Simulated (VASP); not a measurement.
Write the native input for VASP 6.6.1 that does the following.

| Quantity | Value |
| --- | --- |
| Task | single point |
| Functional | LDA |
| Potentials or basis | VASP PAW LDA potentials, release 64 (Ru_pv) |
| Cutoff | 520 eV |
| k mesh | 21 × 21 × 12 |
| Occupations | gaussian, width 0.15 eV |
| Spin | no spin polarisation |
| Dipole correction | no |
| Further INCAR settings | ALGO = Fast; EDIFF = 1e-06; NBANDS = 21 |

The structure of Ru lies in POSCAR:

```
Ru
1.0
    2.7057993342      0.0000000000      0.0000000000
   -1.3528996671      2.3432909610      0.0000000000
    0.0000000000      0.0000000000      3.8537100000
Ru
2
Direct
    0.3333333333      0.6666666667      0.2500000000
    0.6666666667      0.3333333333      0.7500000000
```

This cell differs from its parent crystal: strain -0.1000 x Voigt [0, 0, 1, 0, 0, 0].

The input as run:

INCAR

```
PREC     = Accurate       # precision mode
ENCUT    = 520            # plane-wave cutoff, eV
EDIFF    = 1E-6           # SCF threshold, eV
ISMEAR   = 0              # smearing method
SIGMA    = 0.15           # smearing width, eV
LREAL    = F              # projectors in reciprocal space
LASPH    = T              # aspherical terms in the spheres
NELM     = 60             # most SCF steps
ALGO     = Fast           # electronic algorithm
ISIF     = 2              # what is computed and relaxed
LWAVE    = F              # write WAVECAR
LCHARG   = F              # write CHGCAR
NBANDS   = 21             # bands
```

KPOINTS

```
regular mesh
0
Gamma
  21 21 12
```

Potentials or basis: VASP PAW LDA potentials, release 64 (Ru_pv).

Command:

```bash
$ cat potpaw_LDA.64/Ru_pv/POTCAR > POTCAR
$ mpirun -np 1 vasp_std > vasp.out
```

Results of the run:

The pressure is 38.2 GPa. The band gap on the k mesh is zero (band 14 reaches 16.36 eV, above the bottom of band 15 at 12.97 eV).

Caveat: the cell differs from its parent crystal (strain -0.1000 x Voigt [0, 0, 1, 0, 0, 0]).

Run time: 3 min on 1 thread of AMD EPYC 7R43 64-Core Processor (Zen 3), with other jobs on the host, peak memory 0.19 GiB.
